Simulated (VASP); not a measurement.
# MgO in VASP: settings compared

MgO is run at these levels: r2SCAN, HSE06; tasks: single point.

All numbers are computed with VASP 6.6.1; they aren't measurements. Logs are shortened: lines on timing, memory, paths and dates and some standing lists are left out, and cuts for length are marked.

**1. The cell of the first run**

It takes space group Immm (No. 71, orthorhombic). The conventional cell has a = 2.899 Å, b = 3.047 Å, c = 4.204 Å, α = 90.00°, β = 90.00°, γ = 90.00°. Within 3.1 Å of Mg (site symmetry mmm) lie 6 O at 2.10 Å and 12 Mg at 2.90 to 3.05 Å. Within 3.1 Å of O (site symmetry mmm) lie 6 Mg at 2.10 Å and 12 O at 2.90 to 3.05 Å.

**2. Single point, r2SCAN (shear xy strain -5.0%)**

The input, POSCAR:

```
MgO
1.0
   -0.0525541854      2.1021674167      2.1021674167
    2.1021674167     -0.0525541854      2.1021674167
    2.0496132312      2.0496132312      0.0000000000
Mg O
1 1
Direct
    0.0000000000      0.0000000000      0.0000000000
    0.5000000000      0.5000000000      0.5000000000
```

The input, INCAR.step1:

```
PREC     = Accurate       # precision mode
ENCUT    = 520            # plane-wave cutoff, eV
ISMEAR   = 0              # smearing method
SIGMA    = 0.01           # smearing width, eV
LREAL    = False          # projectors in reciprocal space
LASPH    = True           # aspherical terms in the spheres
NELM     = 80             # most SCF steps
NBANDS   = 11             # bands
GGA      = PE             # functional
ALGO     = Normal         # electronic algorithm
EDIFF    = 1E-4           # SCF threshold, eV
LWAVE    = True           # write WAVECAR
LCHARG   = False          # write CHGCAR
```

The input, INCAR.step2:

```
PREC     = Accurate       # precision mode
ENCUT    = 520            # plane-wave cutoff, eV
EDIFF    = 1E-7           # SCF threshold, eV
ISMEAR   = 0              # smearing method
SIGMA    = 0.01           # smearing width, eV
LREAL    = False          # projectors in reciprocal space
LASPH    = True           # aspherical terms in the spheres
NELM     = 80             # most SCF steps
ALGO     = Normal         # electronic algorithm
ISIF     = 2              # what is computed and relaxed
LWAVE    = False          # write WAVECAR
LCHARG   = False          # write CHGCAR
METAGGA  = R2SCAN         # meta-GGA
LMIXTAU  = True         
NBANDS   = 11             # bands
ISTART   = 1
```

The input, KPOINTS:

```
regular mesh
0
Gamma
  10 10 10
```

Potentials or basis: VASP PAW PBE potentials, release 64 (Mg, O).

Started as:

```sh
> cat potpaw_PBE.64/Mg/POTCAR potpaw_PBE.64/O/POTCAR > POTCAR
> cp INCAR.step1 INCAR
> mpirun -np 1 vasp_std > vasp.out
> cp INCAR.step2 INCAR
> mpirun -np 1 vasp_std > vasp.out
```

OUTCAR:

```text
PREC = Accurate
   ENCUT = 520
   EDIFF = 1E-7
   ISMEAR = 0
   LREAL = False
   LASPH = True
   NELM = 80
   ISIF = 2
   METAGGA = R2SCAN
   ISTART = 1

 ion  position               nearest neighbor table
   1  0.000  0.000  0.000-   2 2.10   2 2.10   2 2.10   2 2.10   2 2.10   2 2.10
   2  0.500  0.500  0.500-   1 2.10   1 2.10   1 2.10   1 2.10   1 2.10   1 2.10

  LATTYP: Found a body centered orthorhombic cell.
 ALAT       =     2.8985908292
 B/A-ratio  =     1.0512820513
 C/A-ratio  =     1.4504754486

  Lattice vectors:

 A1 = (   0.0525541854,  -2.1021674167,  -2.1021674167)
 A2 = (  -0.0525541855,   2.1021674166,  -2.1021674167)
 A3 = (   2.1021674167,  -0.0525541854,   2.1021674167)

Analysis of symmetry for initial positions (statically):
=====================================================================
 Subroutine PRICEL returns:
 Original cell was already a primitive cell.

 Routine SETGRP: Setting up the symmetry group for a
 body centered orthorhombic supercell.

 Subroutine GETGRP returns: Found  8 space group operations
 (whereof  8 operations were pure point group operations)
 out of a pool of  8 trial point group operations.

The static configuration has the point symmetry D_2h.

Analysis of symmetry for dynamics (positions and initial velocities):
=====================================================================
 Subroutine PRICEL returns:
 Original cell was already a primitive cell.

 Routine SETGRP: Setting up the symmetry group for a
 body centered orthorhombic supercell.

 Subroutine GETGRP returns: Found  8 space group operations
 (whereof  8 operations were pure point group operations)
 out of a pool of  8 trial point group operations.

The dynamic configuration has the point symmetry D_2h.

 Subroutine INISYM returns: Found  8 space group operations
 (whereof  8 operations are pure point group operations),
 and found     1 'primitive' translations

----------------------------------------------------------------------------------------

                                     Primitive cell

  volume of cell :      18.5678

  direct lattice vectors                    reciprocal lattice vectors
    -0.052554185  2.102167417  2.102167417    -0.232048539  0.232048539  0.237849753
     2.102167417 -0.052554185  2.102167417     0.232048539 -0.232048539  0.237849753
     2.049613231  2.049613231  0.000000000     0.243948464  0.243948464 -0.237849753

  length of vectors
     2.973378153  2.973378153  2.898590829     0.405296871  0.405296871  0.419039630

  position of ions in fractional coordinates (direct lattice)
     0.000000000  0.000000000  0.000000000
     0.500000000  0.500000000  0.500000000

  ion indices of the primitive-cell ions
   primitive index   ion index
                 1           1
                 2           2

----------------------------------------------------------------------------------------

 KPOINTS: regular mesh

Automatic generation of k-mesh.
 Grid dimensions read from file:
 generate k-points for:   10   10   10

 Generating k-lattice:

  Cartesian coordinates                     Fractional coordinates (reciprocal lattice)
    -0.023204854  0.023204854  0.023784975     0.100000000 -0.000000000  0.000000000
     0.023204854 -0.023204854  0.023784975    -0.000000000  0.100000000  0.000000000
     0.024394846  0.024394846 -0.023784975     0.000000000  0.000000000  0.100000000

  Length of vectors
     0.040529687  0.040529687  0.041903963

  Shift w.r.t. Gamma in fractional coordinates (k-lattice)
     0.000000000  0.000000000  0.000000000

 Subroutine IBZKPT returns following result:
 ===========================================

 Found    171 irreducible k-points:

 Following reciprocal coordinates:
            Coordinates               Weight
  0.000000  0.000000  0.000000      1.000000
  0.100000  0.000000  0.000000      4.000000
  0.200000  0.000000  0.000000      4.000000
  0.300000  0.000000  0.000000      4.000000
  0.400000  0.000000  0.000000      4.000000
  0.500000  0.000000  0.000000      2.000000
[... 16 lines left out ...]
  0.300000  0.300000  0.000000      2.000000
  0.400000  0.300000  0.000000      4.000000
 [... further k-points ...]
   k-points           NKPTS =    171   k-points in BZ     NKDIM =    171   number of bands    NBANDS=     11
   number of dos      NEDOS =    301   number of ions     NIONS =      2
   total plane-waves  NPLWV =  13824
   dimension x,y,z NGX =    24 NGY =   24 NGZ =   24
   dimension x,y,z NGXF=    48 NGYF=   48 NGZF=   48
   ions per type =               1   1
   NGX,Y,Z   is equivalent  to a cutoff of  13.42, 13.42, 13.76 a.u.
   NGXF,Y,Z  is equivalent  to a cutoff of  26.84, 26.84, 27.53 a.u.
 SYSTEM =  unknown system
   PREC   = accura    normal or accurate (medium, high low for compatibility)
   ISTART =      1    job   : 0-new  1-cont  2-samecut
   ICHARG =      0    charge: 1-file 2-atom 10-const
   ISPIN  =      1    spin polarized calculation?
   LNONCOLLINEAR =      F non collinear calculations
   LSORBIT =      F    spin-orbit coupling
   LASPH  =      T    aspherical Exc in radial PAW
   ENCUT  =  520.0 eV  38.22 Ry    6.18 a.u.   5.53  5.53  5.39*2*pi/ulx,y,z
   NELM   =     80;   NELMIN=  2; NELMDL=  0     # of ELM steps
   EDIFF  = 0.1E-06   stopping-criterion for ELM
   LREAL  =      F    real-space projection
   EDIFFG = 0.1E-05   stopping-criterion for IOM
   NSW    =      0    number of steps for IOM
   IBRION =     -1    ionic relax: 0-MD 1-quasi-New 2-CG
   NFREE  =      0    steps in history (QN), initial steepest desc. (CG)
   ISIF   =      2    stress and relaxation
   ISYM   =      2    0-nonsym 1-usesym 2-fastsym
   POTIM  = 0.5000    time-step for ionic-motion
   TEBEG  =    0.0;   TEEND  =   0.0 temperature during run
   PSTRESS=    0.0 pullay stress
   NELECT =       8.0000    total number of electrons
   NUPDOWN=      -1.0000    fix difference up-down
   EMIN   =  10.00;   EMAX   =-10.00  energy-range for DOS
   EFERMI =   0.00;   METHOD = LEGACY
   ISMEAR =     0;   SIGMA  =   0.01  broadening in eV -4-tet -1-fermi 0-gaus
   EFERMI_NEDOS =   21; number of points for ismear=-14 and -15
   IALGO  =     38    algorithm
   IMIX   =      4    mixing-type and parameters
     AMIX     =   0.40;   BMIX     =  1.00
     AMIX_MAG =   1.60;   BMIX_MAG =  1.00
  volume/ion in A,a.u.               =       9.28        62.65
  Fermi-wavevector in a.u.,A,eV,Ry     =   1.236473  2.336596 20.801484  1.528866
  Thomas-Fermi vector in A             =   2.371080
   LORBIT       =      0    0 simple, 1 ext, 2 COOP (PROOUT), +10 PAW based schemes
   METAGGA = R2SCAN    functional components
   LHFCALC =     F    Hartree Fock is set to
   AEXX    =    0.0000 exact exchange contribution
   IVDW    =     0    specifies the selected vdW correction
   LEPSILON=     F    determine dielectric tensor
   LRPA    =     F    only Hartree local field effects (RPA)
 non-spin polarized calculation
 Gauss-broadening in eV      SIGMA  =   0.01
  energy-cutoff  :      520.00
  volume of cell :       18.57
 maximum number of plane-waves:       519
 NGX is ok and might be reduce to    24
   NGX = 11   NGY = 11   NGZ = 11

 number of electron       8.0000001 magnetization

 Free energy of the ion-electron system (eV)
  ---------------------------------------------------
  ext. energy  EPLUGINS =         0.00000000
  ---------------------------------------------------
  free energy    TOTEN  =       -16.13826850 eV

  energy without entropy =      -16.13826850  energy(sigma->0) =      -16.13826850

 E-fermi :   3.1886     XC(G=0): -11.6274

 val. band max:        3.0286941826   @ k =   0.0000   0.0000   0.0000
 cond. band min:       8.4617187677   @ k =   0.0000   0.0000   0.0000
 fundamental gap:      5.4330245851
 Fermi energy:         3.1885660888

 k-point     1 :       0.0000    0.0000    0.0000
  band No.  band energies     occupation
      1     -15.4035      2.00000
      2       2.6442      2.00000
      3       2.8202      2.00000
      4       3.0287      2.00000
      5       8.4617      0.00000
      6      18.9640      0.00000
      7      19.7340      0.00000
      8      20.4632      0.00000
      9      23.8091      0.00000
     10      25.6384      0.00000
     11      25.6830      0.00000

 k-point     2 :       0.1000    0.0000    0.0000
  band No.  band energies     occupation
      1     -15.3032      2.00000
      2       2.0689      2.00000
      3       2.7062      2.00000
      4       2.9618      2.00000
      5       9.0766      0.00000
      6      18.0922      0.00000
      7      19.7845      0.00000
      8      20.7009      0.00000
      9      24.8274      0.00000
     10      25.1379      0.00000
     11      25.5247      0.00000

 k-point     3 :       0.2000    0.0000    0.0000
  band No.  band energies     occupation
      1     -15.0284      2.00000
      2       0.7593      2.00000
      3       2.5418      2.00000
      4       2.7917      2.00000
      5      10.3091      0.00000
      6      16.7327      0.00000
      7      20.3543      0.00000
      8      21.1676      0.00000
      9      24.0332      0.00000
     10      24.6325      0.00000
     11      26.8144      0.00000

 k-point     4 :       0.3000    0.0000    0.0000
  band No.  band energies     occupation
      1     -14.6602      2.00000
      2      -0.5730      2.00000
      3       2.3548      2.00000
      4       2.5908      2.00000
      5      11.3323      0.00000
      6      16.0938      0.00000
      7      20.6774      0.00000
      8      21.2653      0.00000
      9      24.2618      0.00000
     10      25.2243      0.00000
     11      26.2650      0.00000

 k-point     5 :       0.4000    0.0000    0.0000
  band No.  band energies     occupation
      1     -14.3336      2.00000
      2      -1.5432      2.00000
      3       2.2106      2.00000
      4       2.4350      2.00000
      5      11.7587      0.00000
      6      16.2108      0.00000
      7      20.5516      0.00000
      8      21.0620      0.00000
      9      25.4042      0.00000
     10      25.7986      0.00000
     11      26.5817      0.00000
[... 211 lines left out ...]
 k-point    21 :      -0.3000    0.2000    0.0000
  band No.  band energies     occupation
      1     -14.2648      2.00000
      2      -0.8979      2.00000
      3       0.9436      2.00000
      4       2.3789      2.00000
      5      13.1819      0.00000
      6      15.8445      0.00000
      7      18.4088      0.00000
      8      22.0615      0.00000
      9      24.7353      0.00000
     10      24.9110      0.00000
     11      29.8369      0.00000

 k-point    22 :      -0.2000    0.2000    0.0000
  band No.  band energies     occupation
      1     -14.5619      2.00000
      2      -0.3014      2.00000
      3       1.3961      2.00000
      4       2.5777      2.00000
      5      12.2964      0.00000
      6      15.7742      0.00000
      7      19.3049      0.00000
      8      22.5082      0.00000
      9      23.0993      0.00000
     10      25.1844      0.00000
     11      29.7387      0.00000

 k-point    23 :       0.3000    0.3000    0.0000
  band No.  band energies     occupation
      1     -14.4273      2.00000
      2      -0.3393      2.00000
      3       1.5995      2.00000
      4       2.1521      2.00000
      5      12.6156      0.00000
      6      14.3107      0.00000
      7      18.5373      0.00000
      8      21.5406      0.00000
      9      22.6894      0.00000
     10      28.4329      0.00000
     11      31.8579      0.00000

 k-point    24 :       0.4000    0.3000    0.0000
  band No.  band energies     occupation
      1     -14.1914      2.00000
      2      -0.7983      2.00000
      3       1.2688      2.00000
      4       2.0091      2.00000
      5      13.4100      0.00000
      6      13.9943      0.00000
      7      17.7038      0.00000
      8      22.0862      0.00000
      9      22.9468      0.00000
     10      29.3194      0.00000
     11      31.3631      0.00000

 [... further k-points ...]
[... 5 lines left out ...]
  --------------------------------------------------------------------------------------
  -------------------------------------------------------------------------------------
  Total       -0.0962010     -0.0962010     -0.1608369      0.9171844     -0.0000000     -0.0000000
  in kB       -8.3009910     -8.3009910    -13.8782881     79.1419691     -0.0000000     -0.0000000
  external PRESSURE =     -10.1600901 kB  Pullay stress =       0.0000000 kB

 VOLUME and BASIS-vectors are now :
 -----------------------------------------------------------------------------
  energy-cutoff  :      520.00
  volume of cell :       18.57
      direct lattice vectors                 reciprocal lattice vectors
    -0.052554185  2.102167417  2.102167417    -0.232048539  0.232048539  0.237849753
     2.102167417 -0.052554185  2.102167417     0.232048539 -0.232048539  0.237849753
     2.049613231  2.049613231  0.000000000     0.243948464  0.243948464 -0.237849753

 POSITION                                       TOTAL-FORCE (eV/Angst)
 -----------------------------------------------------------------------------------
      0.00000      0.00000      0.00000        -0.000000      0.000000      0.000000
      2.04961      2.04961      2.10217         0.000000     -0.000000      0.000000
 -----------------------------------------------------------------------------------
    total drift:                               -0.000000     -0.000000      0.000000

  FREE ENERGIE OF THE ION-ELECTRON SYSTEM (eV)
  ---------------------------------------------------
  free  energy   TOTEN  =       -16.1382685007 eV

  energy  without entropy=      -16.1382685007  energy(sigma->0) =      -16.13826850
```

Wall time 3 min (1 thread of Intel Xeon 8259CL, shared host); peak memory 0.17 GiB.

Results:

| Property | Result |
| --- | --- |
| Free energy | -16.1383 eV |
| Pressure | -1.0 GPa |
| Band gap on the k mesh | 5.43 eV |

Caveat: the cell differs from its parent crystal (shear xy strain -5.0%); the PAW data sets were made with another functional, which shifts forces and pressure a little.

(Part 1 of 2 ends here.)
